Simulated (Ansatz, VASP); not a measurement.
# Sc: VASP beside Ansatz

```
CELL_PARAMETERS angstrom
3.34136 0.00000 0.00000
-1.67068 2.89370 0.00000
0.00000 0.00000 5.20208
ATOMIC_POSITIONS crystal
Sc 0.33333 0.66667 0.25000
Sc 0.66667 0.33333 0.75000
```

Change from the starting cell: volume scaled by 1.02.

Alike in both runs: task single point; functional PBE; k mesh 15 × 15 × 8; occupations fermi-dirac, width 0.05 eV; no spin polarisation.

|  | VASP | Ansatz |
| --- | --- | --- |
| version | VASP 6.6.1 | Ansatz 0.2.0 |
| potentials or method | VASP PAW PBE potentials, release 64 (Sc_sv), cutoff 520 eV | all-electron LAPW, scalar-relativistic |

```tsv
	VASP	Ansatz	Ansatz less VASP
pressure (GPa)	-1.0	-1.1	-0.02
```

Ansatz ran all-electron here, and VASP with PAW potentials.
